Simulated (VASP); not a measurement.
Crystal: FeO.

```
CELL_PARAMETERS angstrom
0.00000 2.15540 2.15540
2.15540 0.00000 2.15540
2.15540 2.15540 0.00000
ATOMIC_POSITIONS crystal
Fe 0.00000 0.00000 0.00000
O 0.50000 0.50000 0.50000
```

Base run:

| Property | Result |
| --- | --- |
| Program | VASP 6.6.1 |
| Functional | PBEsol |
| Dispersion | D4 |
| Potentials or basis | VASP PAW PBE potentials, release 64 (Fe_sv, O) |
| Cutoff | 700 eV |
| k mesh | 11 × 11 × 11 |
| Occupations | fermi-dirac, width 0.05 eV |
| Spin | collinear spin, ferromagnetic start |
| Starting moments | [3.0, 0.0] μB |

Its results: band gap on the k mesh zero (filled and empty bands overlap); pressure -12.1 GPa; net moment 4.00 μB per cell; site moments Fe +3.47; O +0.30 μB.

Question: The run is repeated on the same cell with these changes: functional from PBEsol to PBE. What comes out?

Answer: Band gap on the k mesh zero (filled and empty bands overlap); pressure -5.7 GPa; net moment 4.00 μB per cell; site moments Fe +3.48; O +0.30 μB.

PBE binds less tightly than PBEsol, so the same cell stands under more pressure.

Caveats: the cell stands under tension; a cell with one magnetic atom can't hold antiferromagnetic order, which such compounds often take; semilocal functionals often make such compounds metallic where correlation or magnetic order opens a gap, which also shifts bond lengths; the PAW data sets were made with another functional, which shifts forces and pressure a little (at least some runs).
